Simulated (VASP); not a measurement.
# AgC2 (P4/nmm) in VASP: single point with PBE

Aim: the single point of AgC2 with PBE.

Program: VASP 6.6.1. These are calculated values, not measurements. Logs are shortened: lines on timing, memory, paths and dates and some standing lists are left out, and cuts for length are marked.

### Step 1. The cell of the first run

Symmetry: P4/nmm, No. 129, tetragonal system. Conventional cell: a = 2.745 Å, b = 2.745 Å, c = 8.462 Å, α = 90.00°, β = 90.00°, γ = 90.00°. Ag (site symmetry 4mm) has 9 C at 2.35 to 3.32 Å and 8 Ag at 2.75 to 3.12 Å within 3.4 Å. C (site symmetry 4mm) has 1 C at 1.37 Å within 1.8 Å. C (site symmetry 4mm) has 1 C at 1.37 Å within 1.8 Å.

The cell was built from a structure type or drawn by symmetry, and may not be a known phase.

### Step 2. Single point, PBE

File INCAR:

```
SYSTEM = AgC2
PREC = Accurate
ENCUT = 600
EDIFF = 1E-6
ISMEAR = 0
SIGMA = 0.2
LREAL = .False.
LASPH = .True.
NELM = 120
ALGO = Normal
ISIF = 2
LWAVE = .False.
LCHARG = .False.
GGA = PE
NBANDS = 28
GGA_COMPAT = .False.
```

File KPOINTS:

```
regular mesh
0
Gamma
  5 5 2
  0 0 0
```

File POSCAR:

```
AgC2
1.0
    2.7454995455      0.0000000000      0.0000000000
    0.0000000000      2.7454995455      0.0000000000
    0.0000000000      0.0000000000      8.4618606963
Ag C
2 4
Direct
    0.0000000000      0.5000000000      0.6444688428
    0.5000000000      0.0000000000      0.3555311572
    0.5000000000      0.0000000000      0.8016416933
    0.0000000000      0.5000000000      0.1983583067
    0.0000000000      0.5000000000      1.0368129807
    0.5000000000      0.0000000000     -0.0368129807
```

Potentials or basis: VASP PAW PBE potentials, release 64 (Ag, C).

The run is started by

```bash
> cat potpaw_PBE.64/Ag/POTCAR potpaw_PBE.64/C/POTCAR > POTCAR
> mpirun -np 1 vasp_std > vasp.out
```

OUTCAR:

```text
SYSTEM = AgC2
   PREC = Accurate
   ENCUT = 600
   EDIFF = 1E-6
   ISMEAR = 0
   LREAL = .False.
   LASPH = .True.
   NELM = 120
   ISIF = 2
   GGA = PE

 ion  position               nearest neighbor table
   1  0.000  0.500  0.644-   3 2.35   3 2.35   3 2.35   3 2.35   2 3.12   2 3.12   2 3.12   2 3.12

   2  0.500  0.000  0.356-   4 2.35   4 2.35   4 2.35   4 2.35   1 3.12   1 3.12   1 3.12   1 3.12

   3  0.500  0.000  0.802-   6 1.37   1 2.35   1 2.35   1 2.35   1 2.35
   4  0.000  0.500  0.198-   5 1.37   2 2.35   2 2.35   2 2.35   2 2.35
   5  0.000  0.500  0.037-   4 1.37   6 2.04   6 2.04   6 2.04   6 2.04
   6  0.500  0.000  0.963-   3 1.37   5 2.04   5 2.04   5 2.04   5 2.04

  LATTYP: Found a simple tetragonal cell.
 ALAT       =     2.7454995455
 C/A-ratio  =     3.0820841730

  Lattice vectors:

 A1 = (   2.7454995455,   0.0000000000,   0.0000000000)
 A2 = (   0.0000000000,   2.7454995455,   0.0000000000)
 A3 = (   0.0000000000,   0.0000000000,   8.4618606963)

Analysis of symmetry for initial positions (statically):
=====================================================================
 Subroutine PRICEL returns:
 Original cell was already a primitive cell.

 Routine SETGRP: Setting up the symmetry group for a
 simple tetragonal supercell.

 Subroutine GETGRP returns: Found 16 space group operations
 (whereof  8 operations were pure point group operations)
 out of a pool of 16 trial point group operations.

The static configuration has the point symmetry D_2d.
 The point group associated with its full space group is D_4h.

Analysis of symmetry for dynamics (positions and initial velocities):
=====================================================================
 Subroutine PRICEL returns:
 Original cell was already a primitive cell.

 Routine SETGRP: Setting up the symmetry group for a
 simple tetragonal supercell.

 Subroutine GETGRP returns: Found 16 space group operations
 (whereof  8 operations were pure point group operations)
 out of a pool of 16 trial point group operations.

The dynamic configuration has the point symmetry D_2d.
 The point group associated with its full space group is D_4h.

 Subroutine INISYM returns: Found 16 space group operations
 (whereof  8 operations are pure point group operations),
 and found     1 'primitive' translations

----------------------------------------------------------------------------------------

                                     Primitive cell

  volume of cell :      63.7835

  direct lattice vectors                    reciprocal lattice vectors
     2.745499545  0.000000000  0.000000000     0.364232441  0.000000000  0.000000000
     0.000000000  2.745499545  0.000000000     0.000000000  0.364232441  0.000000000
     0.000000000  0.000000000  8.461860696     0.000000000  0.000000000  0.118177318

  length of vectors
     2.745499545  2.745499545  8.461860696     0.364232441  0.364232441  0.118177318

  position of ions in fractional coordinates (direct lattice)
     0.000000000  0.500000000  0.644468843
     0.500000000  0.000000000  0.355531157
     0.500000000  0.000000000  0.801641693
     0.000000000  0.500000000  0.198358307
     0.000000000  0.500000000  0.036812981
     0.500000000  0.000000000  0.963187019

  ion indices of the primitive-cell ions
   primitive index   ion index
                 1           1
                 2           2
                 3           3
                 4           4
                 5           5
                 6           6

----------------------------------------------------------------------------------------

 KPOINTS: regular mesh

Automatic generation of k-mesh.
 Grid dimensions read from file:
 generate k-points for:    5    5    2

 Generating k-lattice:

  Cartesian coordinates                     Fractional coordinates (reciprocal lattice)
     0.072846488  0.000000000  0.000000000     0.200000000  0.000000000  0.000000000
     0.000000000  0.072846488  0.000000000     0.000000000  0.200000000  0.000000000
     0.000000000  0.000000000  0.059088659     0.000000000  0.000000000  0.500000000

  Length of vectors
     0.072846488  0.072846488  0.059088659

  Shift w.r.t. Gamma in fractional coordinates (k-lattice)
     0.000000000  0.000000000  0.000000000

 Subroutine IBZKPT returns following result:
 ===========================================

 Found     12 irreducible k-points:

 Following reciprocal coordinates:
            Coordinates               Weight
  0.000000  0.000000  0.000000      1.000000
  0.200000  0.000000  0.000000      4.000000
  0.400000  0.000000  0.000000      4.000000
  0.200000  0.200000  0.000000      4.000000
  0.400000  0.200000  0.000000      8.000000
  0.400000  0.400000  0.000000      4.000000
  0.000000  0.000000  0.500000      1.000000
  0.200000  0.000000  0.500000      4.000000
  0.400000  0.000000  0.500000      4.000000
  0.200000  0.200000  0.500000      4.000000
  0.400000  0.200000  0.500000      8.000000
  0.400000  0.400000  0.500000      4.000000
   k-points           NKPTS =     12   k-points in BZ     NKDIM =     12   number of bands    NBANDS=     28
   number of dos      NEDOS =    301   number of ions     NIONS =      6
   total plane-waves  NPLWV =  40320
   dimension x,y,z NGX =    24 NGY =   24 NGZ =   70
   dimension x,y,z NGXF=    48 NGYF=   48 NGZF=  140
   ions per type =               2   4
   NGX,Y,Z   is equivalent  to a cutoff of  14.53, 14.53, 13.75 a.u.
   NGXF,Y,Z  is equivalent  to a cutoff of  29.07, 29.07, 27.51 a.u.
 SYSTEM =  AgC2
   PREC   = accura    normal or accurate (medium, high low for compatibility)
   ISTART =      0    job   : 0-new  1-cont  2-samecut
   ICHARG =      2    charge: 1-file 2-atom 10-const
   ISPIN  =      1    spin polarized calculation?
   LNONCOLLINEAR =      F non collinear calculations
   LSORBIT =      F    spin-orbit coupling
   LASPH  =      T    aspherical Exc in radial PAW
   ENCUT  =  600.0 eV  44.10 Ry    6.64 a.u.   5.48  5.48 16.90*2*pi/ulx,y,z
   NELM   =    120;   NELMIN=  2; NELMDL= -5     # of ELM steps
   EDIFF  = 0.1E-05   stopping-criterion for ELM
   LREAL  =      F    real-space projection
   EDIFFG = 0.1E-04   stopping-criterion for IOM
   NSW    =      0    number of steps for IOM
   IBRION =     -1    ionic relax: 0-MD 1-quasi-New 2-CG
   NFREE  =      0    steps in history (QN), initial steepest desc. (CG)
   ISIF   =      2    stress and relaxation
   ISYM   =      2    0-nonsym 1-usesym 2-fastsym
   POTIM  = 0.5000    time-step for ionic-motion
   TEBEG  =    0.0;   TEEND  =   0.0 temperature during run
   PSTRESS=    0.0 pullay stress
   NELECT =      38.0000    total number of electrons
   NUPDOWN=      -1.0000    fix difference up-down
   EMIN   =  10.00;   EMAX   =-10.00  energy-range for DOS
   EFERMI =   0.00;   METHOD = LEGACY
   ISMEAR =     0;   SIGMA  =   0.20  broadening in eV -4-tet -1-fermi 0-gaus
   EFERMI_NEDOS =   21; number of points for ismear=-14 and -15
   IALGO  =     38    algorithm
   IMIX   =      4    mixing-type and parameters
     AMIX     =   0.40;   BMIX     =  1.00
     AMIX_MAG =   1.60;   BMIX_MAG =  1.00
  volume/ion in A,a.u.               =      10.63        71.74
  Fermi-wavevector in a.u.,A,eV,Ry     =   1.377526  2.603147 25.818117  1.897578
  Thomas-Fermi vector in A             =   2.502671
   LORBIT       =      0    0 simple, 1 ext, 2 COOP (PROOUT), +10 PAW based schemes
   GGA     = PE    functional components
   LHFCALC =     F    Hartree Fock is set to
   AEXX    =    0.0000 exact exchange contribution
   IVDW    =     0    specifies the selected vdW correction
   LEPSILON=     F    determine dielectric tensor
   LRPA    =     F    only Hartree local field effects (RPA)
 non-spin polarized calculation
 Gauss-broadening in eV      SIGMA  =   0.20
  energy-cutoff  :      600.00
  volume of cell :       63.78
 maximum number of plane-waves:      2154
 NGX is ok and might be reduce to    24
   NGX = 11   NGY = 11   NGZ = 33

 number of electron      37.9999994 magnetization

 Free energy of the ion-electron system (eV)
  ---------------------------------------------------
  ext. energy  EPLUGINS =         0.00000000
  ---------------------------------------------------
  free energy    TOTEN  =       -30.89210912 eV

  energy without entropy =      -30.84249796  energy(sigma->0) =      -30.86730354

 E-fermi :   7.2975     XC(G=0): -12.1854

 val. band max:        7.2653547435   @ k =   0.4000   0.2000   0.5000
 cond. band min:       7.4423446293   @ k =   0.2000   0.2000   0.0000
 fundamental gap:      0.1769898859
 Fermi energy:         7.2975127441

 k-point     1 :       0.0000    0.0000    0.0000
  band No.  band energies     occupation
      1      -9.5396      2.00000
      2      -7.0621      2.00000
      3      -2.7881      2.00000
      4      -0.8413      2.00000
      5       0.8824      2.00000
      6       1.1766      2.00000
[... 20 lines left out ...]
     27      17.4659      0.00000
     28      18.4513      0.00000

 k-point     2 :       0.2000    0.0000    0.0000
  band No.  band energies     occupation
      1      -9.0063      2.00000
      2      -6.7459      2.00000
      3      -2.1768      2.00000
      4      -0.4660      2.00000
      5       1.0013      2.00000
      6       1.2174      2.00000
[... 20 lines left out ...]
     27      17.6021      0.00000
     28      18.6617      0.00000

 k-point     3 :       0.4000    0.0000    0.0000
  band No.  band energies     occupation
      1      -7.6113      2.00000
      2      -6.4629      2.00000
      3      -1.2982      2.00000
      4      -1.1513      2.00000
      5       0.5642      2.00000
      6       0.9354      2.00000
[... 20 lines left out ...]
     27      15.1547      0.00000
     28      17.9816      0.00000

 k-point     4 :       0.2000    0.2000    0.0000
  band No.  band energies     occupation
      1      -8.4889      2.00000
      2      -6.4402      2.00000
      3      -1.6942      2.00000
      4      -0.1764      2.00000
      5       1.5295      2.00000
      6       1.5798      2.00000
[... 20 lines left out ...]
     27      18.2426      0.00000
     28      18.3827      0.00000

 k-point     5 :       0.4000    0.2000    0.0000
  band No.  band energies     occupation
      1      -7.1576      2.00000
      2      -6.1331      2.00000
      3      -1.0025      2.00000
      4      -0.6970      2.00000
      5       0.7267      2.00000
      6       0.8828      2.00000
[... 20 lines left out ...]
     27      16.0682      0.00000
     28      18.3914      0.00000

 k-point     6 :       0.4000    0.4000    0.0000
  band No.  band energies     occupation
      1      -6.0872      2.00000
      2      -5.5915      2.00000
      3      -0.6609      2.00000
      4      -0.3684      2.00000
      5       0.2021      2.00000
      6       0.4605      2.00000
[... 20 lines left out ...]
     27      15.6780      0.00000
     28      16.0976      0.00000

 k-point     7 :       0.0000    0.0000    0.5000
  band No.  band energies     occupation
      1      -9.5341      2.00000
      2      -7.0916      2.00000
      3      -2.5186      2.00000
      4      -1.2095      2.00000
      5       0.8826      2.00000
      6       1.1764      2.00000
[... 20 lines left out ...]
     27      17.5912      0.00000
     28      17.9825      0.00000

 k-point     8 :       0.2000    0.0000    0.5000
  band No.  band energies     occupation
      1      -9.0026      2.00000
      2      -6.7615      2.00000
      3      -2.0313      2.00000
      4      -0.7208      2.00000
      5       1.0322      2.00000
      6       1.3420      2.00000
[... 20 lines left out ...]
     27      18.0755      0.00000
     28      18.7657      0.00000

 k-point     9 :       0.4000    0.0000    0.5000
  band No.  band energies     occupation
      1      -7.6114      2.00000
      2      -6.4622      2.00000
      3      -1.3200      2.00000
      4      -1.1477      2.00000
      5       0.6297      2.00000
      6       0.6965      2.00000
[... 20 lines left out ...]
     27      15.4300      0.00000
     28      17.3886      0.00000

 k-point    10 :       0.2000    0.2000    0.5000
  band No.  band energies     occupation
      1      -8.4862      2.00000
      2      -6.4500      2.00000
      3      -1.6108      2.00000
      4      -0.3284      2.00000
      5       1.5979      2.00000
      6       1.6634      2.00000
[... 20 lines left out ...]
     27      18.3722      0.00000
     28      18.8666      0.00000

 k-point    11 :       0.4000    0.2000    0.5000
  band No.  band energies     occupation
      1      -7.1567      2.00000
      2      -6.1340      2.00000
      3      -1.0142      2.00000
      4      -0.7387      2.00000
      5       0.7810      2.00000
      6       0.9918      2.00000
[... 20 lines left out ...]
     27      15.9159      0.00000
     28      17.9731      0.00000

 k-point    12 :       0.4000    0.4000    0.5000
  band No.  band energies     occupation
      1      -6.0851      2.00000
      2      -5.5933      2.00000
      3      -0.6778      2.00000
      4      -0.4290      2.00000
      5       0.3340      2.00000
      6       0.5933      2.00000
[... 20 lines left out ...]
     27      16.5391      0.00000
     28      16.5815      0.00000

------------------------ aborting loop because EDIFF is reached ----------------------------------------

  FORCE on cell =-STRESS in cart. coord.  units (eV):
  Direction    XX          YY          ZZ          XY          YZ          ZX
  --------------------------------------------------------------------------------------
  -------------------------------------------------------------------------------------
  Total       -0.3297821     -0.3297821     -0.1038533      0.0000000      0.0000000      0.0000000
  in kB       -8.2837896     -8.2837896     -2.6086878      0.0000000      0.0000000      0.0000000
  external PRESSURE =      -6.3920890 kB  Pullay stress =       0.0000000 kB

 VOLUME and BASIS-vectors are now :
 -----------------------------------------------------------------------------
  energy-cutoff  :      600.00
  volume of cell :       63.78
      direct lattice vectors                 reciprocal lattice vectors
     2.745499545  0.000000000  0.000000000     0.364232441  0.000000000  0.000000000
     0.000000000  2.745499545  0.000000000     0.000000000  0.364232441  0.000000000
     0.000000000  0.000000000  8.461860696     0.000000000  0.000000000  0.118177318

 POSITION                                       TOTAL-FORCE (eV/Angst)
 -----------------------------------------------------------------------------------
      0.00000      1.37275      5.45341         0.000000      0.000000     -0.038735
      1.37275      0.00000      3.00846        -0.000000      0.000000      0.038735
      1.37275      0.00000      6.78338        -0.000000      0.000000     -0.062047
      0.00000      1.37275      1.67848        -0.000000      0.000000      0.062047
      0.00000      1.37275      0.31151         0.000000      0.000000     -0.057691
      1.37275      0.00000      8.15035        -0.000000      0.000000      0.057691
 -----------------------------------------------------------------------------------
    total drift:                                0.000000      0.000000     -0.000000

  FREE ENERGIE OF THE ION-ELECTRON SYSTEM (eV)
  ---------------------------------------------------
  free  energy   TOTEN  =       -30.8921091151 eV

  energy  without entropy=      -30.8424979608  energy(sigma->0) =      -30.86730354
```

Run time: 16 s. Hardware: 1 thread of Intel Xeon Platinum 8559C (Emerald Rapids), shared host; peak memory 0.19 GiB.

Results:

| Quantity | Value |
| --- | --- |
| Free energy | -30.8921 eV |
| Pressure | -0.6 GPa |
| Largest force | 0.062 eV/Å |
| Band gap on the k mesh | zero (bands 19 and 20 overlap by 1.63 eV) |

Forces in eV/Å, atoms in the order of the input:
```
Ag   0.000  0.000 -0.039
Ag   0.000  0.000  0.039
C    0.000  0.000 -0.062
C    0.000  0.000  0.062
C    0.000  0.000 -0.058
C    0.000  0.000  0.058
```

Stress tensor (GPa, compression positive):
```
-0.83  0.00  0.00
 0.00 -0.83  0.00
 0.00  0.00 -0.26
```

Caveat: the k points lie up to 0.46 Å⁻¹ apart, too coarse for converged energies and pressures of a metal.
